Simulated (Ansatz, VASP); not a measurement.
**SiB6 in VASP and in Ansatz**

Contents of INCAR:

```
PREC = Accurate
ENCUT = 500
EDIFF = 1E-6
ISMEAR = 0
SIGMA = 0.1
LREAL = False
LASPH = True
NELM = 120
ALGO = Normal
ISIF = 2
LWAVE = False
LCHARG = False
GGA = PE
NBANDS = 20
GGA_COMPAT = False
```

File KPOINTS:

```
regular mesh
0
Gamma
  4 4 4
```

File POSCAR:

```
SiB6
1.0
    4.1333631769      0.0000000000      0.0000000000
    0.0000000000      4.1333631769      0.0000000000
    0.0000000000      0.0000000000      4.1333631769
Si B
1 6
Direct
    0.0000000000      0.0000000000      0.0000000000
    0.7997617006      0.5000000000      0.5000000000
    0.2002382994      0.5000000000      0.5000000000
    0.5000000000      0.7997617006      0.5000000000
    0.5000000000      0.2002382994      0.5000000000
    0.5000000000      0.5000000000      0.7997617006
    0.5000000000      0.5000000000      0.2002382994
```

Input for Ansatz:

```yaml
crystal:
  lattice:
    - [4.1333631769, 0.0, 0.0]
    - [0.0, 4.1333631769, 0.0]
    - [0.0, 0.0, 4.1333631769]
  atoms:
    - { symbol: Si, position: [0.0, 0.0, 0.0] }
    - { symbol: B, position: [0.7997617006, 0.5, 0.5] }
    - { symbol: B, position: [0.2002382994, 0.5, 0.5] }
    - { symbol: B, position: [0.5, 0.7997617006, 0.5] }
    - { symbol: B, position: [0.5, 0.2002382994, 0.5] }
    - { symbol: B, position: [0.5, 0.5, 0.7997617006] }
    - { symbol: B, position: [0.5, 0.5, 0.2002382994] }
basis:
  ecutwfc: 420
kpoints:
  mp_grid: { grid: [4, 4, 4] }
hamiltonian:
  xc: pbe
scf:
  occupations: { method: gaussian, width: 0.1 }
  lower_state_search: "off"
output:
  forces: true
  stress: true
  eigenvalues: true
```

Alike in both runs: task single point; functional PBE; k mesh 4 × 4 × 4; occupations gaussian, width 0.1 eV; no spin polarisation.

|  | VASP | Ansatz |
| --- | --- | --- |
| version | VASP 6.6.1 | Ansatz 0.2.0 |
| potentials or method | VASP PAW PBE potentials, release 64 (Si, B), cutoff 500 eV | scalar-relativistic, plane waves, PAW |
| valence electrons in the cell | 22 | 22 |

```tsv
	VASP	Ansatz	Ansatz less VASP
gap on the k mesh at the Fermi level (eV)	0.06	0.06	-0.001
least direct gap on the mesh (eV)	0.67	0.67	-0.001
pressure (GPa)	0.0	-0.1	-0.04
rms of the force components (eV/Å)	0.012	0.021	+0.0093
```

Atom by atom the forces differ by 0.009 eV/Å (rms over components).
